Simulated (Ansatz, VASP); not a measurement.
**Two plane-wave programs on YbOs**

POSCAR

```
YbOs
1.0
    3.2827883681      0.0000000000      0.0000000000
    0.0000000000      3.2827883681      0.0000000000
    0.0000000000      0.0000000000      3.2827883681
Yb Os
1 1
Direct
    0.0000000000      0.0000000000      0.0000000000
    0.5000000000      0.5000000000      0.5000000000
```

Contents of INCAR.step1:

```
PREC = Accurate
ENCUT = 520
ISMEAR = 0
SIGMA = 0.05
LREAL = False
LASPH = True
NELM = 60
NBANDS = 23
GGA = PE
ALGO = Normal
EDIFF = 1E-4
LWAVE = True
LCHARG = False
```

INCAR.step2

```
PREC = Accurate
ENCUT = 520
EDIFF = 1E-6
ISMEAR = 0
SIGMA = 0.05
LREAL = False
LASPH = True
NELM = 60
ALGO = Normal
ISIF = 2
LWAVE = False
LCHARG = False
METAGGA = R2SCAN
LMIXTAU = True
NBANDS = 23
ISTART = 1
```

File KPOINTS:

```
regular mesh
0
Gamma
  10 10 10
```

Input for Ansatz:

```yaml
crystal:
  lattice:
    - [3.2827883681, 0.0, 0.0]
    - [0.0, 3.2827883681, 0.0]
    - [0.0, 0.0, 3.2827883681]
  atoms:
    - { symbol: Yb, position: [0.0, 0.0, 0.0] }
    - { symbol: Os, position: [0.5, 0.5, 0.5] }
basis:
  ecutwfc: 500
  ecutrho_ratio: 4
kpoints:
  mp_grid: { grid: [10, 10, 10] }
hamiltonian:
  xc: r2scan
scf:
  occupations: { method: gaussian, width: 0.05 }
output:
  forces: true
  stress: true
  eigenvalues: true
```

Alike in both runs: task single point; functional r2SCAN; k mesh 10 × 10 × 10; occupations gaussian, width 0.05 eV; no spin polarisation.

|  | VASP | Ansatz |
| --- | --- | --- |
| version | VASP 6.6.1 | Ansatz 0.2.0 |
| potentials or method | VASP PAW PBE potentials, release 64 (Yb, Os), cutoff 520 eV | scalar-relativistic, plane waves, PAW |
| valence electrons in the cell | 32 | 40 |

Ansatz gave:

| Quantity | Value |
| --- | --- |
| gap on the k mesh at the Fermi level (eV) | none |
| pressure (GPa) | 6.1 |

Which values does VASP return?

gap on the k mesh at the Fermi level (eV): none; pressure (GPa): 7.0.

VASP's potentials were made for PBE, not for r2SCAN. A gap of «none» marks a metal or a gap that the smearing closes. VASP's potentials hold 32 valence electrons a cell and Ansatz's 40, so a difference there can come from the potentials and not from the codes.

Spin-orbit coupling is off throughout.
